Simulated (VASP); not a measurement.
# Cl (Cmce) in VASP: settings compared, part 2 of 2

VASP 6.6.1. Earlier steps stand in the parts before.

### Step 3. Single point, LDA (29.63 Å³/atom)

This run uses another cell than the first one, of 29.63 Å³/atom.

File INCAR:

```
SYSTEM = Cl
  PREC = Accurate
  ENCUT = 520
  EDIFF = 1E-6
  ISMEAR = -1
  SIGMA = 0.05
  LREAL = .False.
  LASPH = .True.
  NELM = 60
  ALGO = Normal
  ISIF = 2
  LWAVE = .False.
  LCHARG = .True.
  GGA = CA
  LELF = .True.
  LVHAR = .True.
  NBANDS = 22
```

File KPOINTS:

```
Automatic mesh
0
Gamma
  7 7 4
  0 0 0
```

File POSCAR:

```
Cl
1.0
    3.1658284216     -2.2649010965      0.0000000000
    3.1658284216      2.2649010965      0.0000000000
    0.0000000000      0.0000000000      8.2643724455
Cl
4
Direct
    0.3700000000      0.6300000000      0.4000000000
    0.1300000000      0.8700000000      0.9000000000
    0.6300000000      0.3700000000      0.6000000000
    0.8700000000      0.1300000000      0.1000000000
```

Potentials or basis: VASP PAW LDA potentials, release 64 (Cl).

Started as:

```
> cat potpaw_LDA.64/Cl/POTCAR > POTCAR
> mpirun -np 1 vasp_std > vasp.out
```

OUTCAR:

```text
SYSTEM = Cl
   PREC = Accurate
   ENCUT = 520
   EDIFF = 1E-6
   ISMEAR = -1
   LREAL = .False.
   LASPH = .True.
   NELM = 60
   ISIF = 2
   GGA = CA

 ion  position               nearest neighbor table
   1  0.370  0.630  0.400-   3 2.03
   2  0.130  0.870  0.900-   4 2.03
   3  0.630  0.370  0.600-   1 2.03
   4  0.870  0.130  0.100-   2 2.03

  LATTYP: Found a base centered orthorhombic cell.
 ALAT       =     4.5298021930
 B/A-ratio  =     1.3977777778
[... 798 lines left out ...]

  FORCE on cell =-STRESS in cart. coord.  units (eV):
  Direction    XX          YY          ZZ          XY          YZ          ZX
  --------------------------------------------------------------------------------------
  -------------------------------------------------------------------------------------
  Total       -0.9444978     -2.5444055     -3.4211717      0.0000000     -0.0000000      0.0000000
  in kB      -12.7683572    -34.3969881    -46.2497045      0.0000000     -0.0000000      0.0000000
  external PRESSURE =     -31.1383499 kB  Pullay stress =       0.0000000 kB

 VOLUME and BASIS-vectors are now :
 -----------------------------------------------------------------------------
  energy-cutoff  :      520.00
  volume of cell :      118.52
      direct lattice vectors                 reciprocal lattice vectors
     3.165828422 -2.264901097  0.000000000     0.157936544 -0.220760192  0.000000000
     3.165828422  2.264901097  0.000000000     0.157936544  0.220760192  0.000000000
     0.000000000  0.000000000  8.264372445     0.000000000  0.000000000  0.121001323

 POSITION                                       TOTAL-FORCE (eV/Angst)
 -----------------------------------------------------------------------------------
      3.16583      0.58887      3.30575         0.000000     -0.382637      0.357465
      3.16583      1.67603      7.43794         0.000000      0.382637      0.357465
      3.16583     -0.58887      4.95862         0.000000      0.382637     -0.357465
      3.16583     -1.67603      0.82644         0.000000     -0.382637     -0.357465
 -----------------------------------------------------------------------------------
    total drift:                                0.000000     -0.000000     -0.000000

  FREE ENERGIE OF THE ION-ELECTRON SYSTEM (eV)
  ---------------------------------------------------
  free  energy   TOTEN  =        -8.7629546593 eV

  energy  without entropy=       -8.7629546592  energy(sigma->0) =       -8.76295466
```

OSZICAR:

```text
N       E                     dE             d eps       ncg     rms          rms(c)
DAV:   1     0.175604783785E+03    0.17560E+03   -0.11966E+04  2112   0.107E+03
DAV:   2     0.409016846055E+01   -0.17151E+03   -0.16581E+03  2988   0.199E+02
DAV:   3    -0.916635889168E+01   -0.13257E+02   -0.13200E+02  2750   0.621E+01
DAV:   4    -0.933476628196E+01   -0.16841E+00   -0.16833E+00  2712   0.844E+00
DAV:   5    -0.933775701195E+01   -0.29907E-02   -0.29906E-02  2786   0.111E+00    0.149E+01
DAV:   6    -0.892102195661E+01    0.41674E+00   -0.25284E-01  2610   0.280E+00    0.972E+00
DAV:   7    -0.877496726251E+01    0.14605E+00   -0.56586E-01  2600   0.402E+00    0.869E-01
DAV:   8    -0.876282462599E+01    0.12143E-01   -0.68045E-02  2400   0.154E+00    0.378E-01
DAV:   9    -0.876294127217E+01   -0.11665E-03   -0.18540E-03  2616   0.255E-01    0.812E-02
DAV:  10    -0.876295566234E+01   -0.14390E-04   -0.11279E-04  3044   0.636E-02    0.502E-02
DAV:  11    -0.876295539847E+01    0.26387E-06   -0.33363E-05  2592   0.323E-02    0.105E-02
DAV:  12    -0.876295465929E+01    0.73918E-06   -0.29725E-06  2520   0.113E-02
   1 F= -.87629547E+01 E0= -.87629547E+01  d E =-.892001E-10
```

Wall time 2.6 min (1 thread of Intel Xeon 8259CL, shared host); peak memory 0.23 GiB.

Results:

| Item | Value |
| --- | --- |
| Free energy | -8.7630 eV |
| Pressure | -3.1 GPa |
| Largest force | 0.524 eV/Å |
| Band gap on the k mesh | 2.29 eV (least direct gap 2.35 eV) |

Forces in eV/Å, atoms in the order of the input:
```
Cl   0.000 -0.383  0.357
Cl   0.000  0.383  0.357
Cl   0.000  0.383 -0.357
Cl   0.000 -0.383 -0.357
```

Caveat: the cell stands under tension; an odd mesh through Γ misses points on the zone boundary, where band edges can lie.

### Step 4. Single point, PBEsol (29.63 Å³/atom)

This run uses another cell than the first one, of 29.63 Å³/atom.

File INCAR:

```
SYSTEM = Cl
  PREC = Accurate
  ENCUT = 520
  EDIFF = 1E-6
  ISMEAR = -1
  SIGMA = 0.05
  LREAL = .False.
  LASPH = .True.
  NELM = 100
  ALGO = Normal
  ISIF = 2
  LWAVE = .False.
  LCHARG = .False.
  GGA = PS
  NBANDS = 22
```

File KPOINTS:

```
regular mesh
0
Gamma
  7 7 4
  0 0 0
```

POSCAR is that of step 3.

Potentials or basis: VASP PAW PBE potentials, release 64 (Cl).

Started as:

```
> cat potpaw_PBE.64/Cl/POTCAR > POTCAR
> mpirun -np 1 vasp_std > vasp.out
```

Run time: 2.5 min. Hardware: 1 thread of Intel Xeon 8259CL, shared host; peak memory 0.26 GiB.

Results (log left out):

```yaml
Free_energy: -7.9473 eV
Pressure: -1.6 GPa
Largest_force: 0.518 eV/Å
Band_gap_on_the_k_mesh: 2.41 eV (least direct gap 2.46 eV)
```

Forces in eV/Å, atoms in the order of the input:
```
Cl   0.000 -0.374  0.358
Cl   0.000  0.374  0.358
Cl   0.000  0.374 -0.358
Cl   0.000 -0.374 -0.358
```

Stress tensor (GPa, compression positive):
```
 0.08  0.00  0.00
 0.00 -1.87  0.00
 0.00  0.00 -3.05
```

Levels at points of the mesh, in eV from the valence-band top:
```
           k point  band 11  band 12  band 13  band 14  band 15  band 16  band 17  band 18
(0.00, 0.00, 0.00)    -0.69    -0.39    -0.14    -0.05     2.41     2.98     6.72     7.45
(0.00, 0.00, 0.50)    -0.63    -0.63    -0.10    -0.10     2.61     2.61     7.31     7.31
```

Caveat: this functional lacks dispersion, which holds the molecules together, so the pressure and a relaxed volume are unreliable; the PAW data sets were made with another functional, which shifts forces and pressure a little; an odd mesh through Γ misses points on the zone boundary, where band edges can lie.

### Step 5. Single point, LDA (30.79 Å³/atom)

This run uses another cell than the first one, of 30.79 Å³/atom.

File INCAR:

```
SYSTEM = Cl
  ALGO = Normal
  EDIFF = 1E-6
  ENCUT = 520
  ISIF = 2
  ISMEAR = -1
  LASPH = .True.
  LCHARG = .False.
  LREAL = .False.
  LWAVE = .False.
  NBANDS = 22
  NELM = 100
  PREC = Accurate
  SIGMA = 0.05
```

File KPOINTS:

```
k-points
0
Gamma
  7 7 4
  0 0 0
```

File POSCAR:

```
Cl
1.0
    3.2066823265     -2.2941288504      0.0000000000
    3.2066823265      2.2941288504      0.0000000000
    0.0000000000      0.0000000000      8.3710212721
Cl
4
Direct
    0.3700000000      0.6300000000      0.4000000000
    0.1300000000      0.8700000000      0.9000000000
    0.6300000000      0.3700000000      0.6000000000
    0.8700000000      0.1300000000      0.1000000000
```

Potentials or basis: VASP PAW LDA potentials, release 64 (Cl).

Started as:

```
> cat potpaw_LDA.64/Cl/POTCAR > POTCAR
> mpirun -np 1 vasp_std > vasp.out
```

Run time: 2.7 min. Hardware: 1 thread of Intel Xeon 8259CL, shared host; peak memory 0.23 GiB.

Results (log left out):

```
Free energy            : -8.6642 eV
Pressure               : -3.8 GPa
Largest force          : 0.905 eV/Å
Band gap on the k mesh : 2.16 eV (least direct gap 2.21 eV)
```

Forces in eV/Å, atoms in the order of the input:
```
Cl   0.000 -0.606  0.672
Cl   0.000  0.606  0.672
Cl   0.000  0.606 -0.672
Cl   0.000 -0.606 -0.672
```

Stress tensor (GPa, compression positive):
```
-1.28  0.00  0.00
 0.00 -4.10  0.00
 0.00  0.00 -5.97
```

Levels at points of the mesh, in eV from the valence-band top:
```csv
k point,band 11,band 12,band 13,band 14,band 15,band 16,band 17,band 18
"(0.00, 0.00, 0.00)",-0.67,-0.38,-0.13,-0.05,2.16,2.74,6.37,7.23
"(0.00, 0.00, 0.50)",-0.61,-0.61,-0.09,-0.09,2.37,2.37,7.00,7.00
```

Caveat: the cell stands under tension; an odd mesh through Γ misses points on the zone boundary, where band edges can lie.

### Step 6. The runs side by side

```tsv
level	potentials or basis	cell	gap on the mesh (eV)	pressure (GPa)	largest force (eV/Å)
PBEsol	VASP PAW PBE potentials, release 64 (Cl)	a = 3.841, b = 3.841, c = 8.155 Å, angles 90.0, 90.0, 71.2°, 4 atoms	2.55	-0.6	0.11
LDA	VASP PAW LDA potentials, release 64 (Cl)	a = 3.893, b = 3.893, c = 8.264 Å, angles 90.0, 90.0, 71.2°, 4 atoms	2.29	-3.1	0.52
PBEsol	VASP PAW PBE potentials, release 64 (Cl)	a = 3.893, b = 3.893, c = 8.264 Å, angles 90.0, 90.0, 71.2°, 4 atoms	2.41	-1.6	0.52
LDA	VASP PAW LDA potentials, release 64 (Cl)	a = 3.943, b = 3.943, c = 8.371 Å, angles 90.0, 90.0, 71.2°, 4 atoms	2.16	-3.8	0.90
```

Alike in all rows: task single point; no spin polarisation; k mesh 7 × 7 × 4; cutoff (eV) 520; smearing fermi-dirac 0.05 eV.

Caveats: an odd mesh through Γ misses points on the zone boundary, where band edges can lie; this functional lacks dispersion, which holds the molecules together, so the pressure and a relaxed volume are unreliable (at least some runs); the PAW data sets were made with another functional, which shifts forces and pressure a little (at least some runs); the cell stands under tension (at least some runs).

Total energies depend on the potentials used, so only differences within one code and one set of settings carry meaning.
